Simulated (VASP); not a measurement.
SiC (Moissanite 3C), 2 atoms in the cell. Symmetry: F-43m, No. 216, cubic system. The conventional cell has a = 4.387 Å, b = 4.387 Å, c = 4.387 Å, α = 90.00°, β = 90.00°, γ = 90.00°. Si (site symmetry -43m) has 4 C at 1.90 Å within 2.5 Å. C (site symmetry -43m) has 4 Si at 1.90 Å within 2.5 Å. 

| Item | Value |
| --- | --- |
| Program | VASP 6.6.1 |
| Task | single point |
| Functional | PBE |
| Dispersion | D3(BJ) |
| Potentials or basis | VASP PAW PBE potentials, release 64 (Si, C) |
| Cutoff | 600 eV |
| k mesh | 10 × 10 × 10 |
| Occupations | fermi-dirac, width 0.05 eV |
| Spin | no spin polarisation |
| Dipole correction | no |
| Further INCAR settings | ALGO = Normal; EDIFF = 1e-06; NBANDS = 11 |

Potentials or basis: VASP PAW PBE potentials, release 64 (Si, C).

Launch:

```console
$ cat potpaw_PBE.64/Si/POTCAR potpaw_PBE.64/C/POTCAR > POTCAR
$ mpirun -np 1 vasp_std > vasp.out
```

Hardware: 1 thread of AMD EPYC 7R43 64-Core Processor (Zen 3) (shared host).

Question: Estimate the wall time of this run.

Answer: Run time: 31 s on 1 thread of AMD EPYC 7R43 64-Core Processor (Zen 3) (shared host), peak memory 0.13 GiB. Counts: scf iterations 12, k points 47.
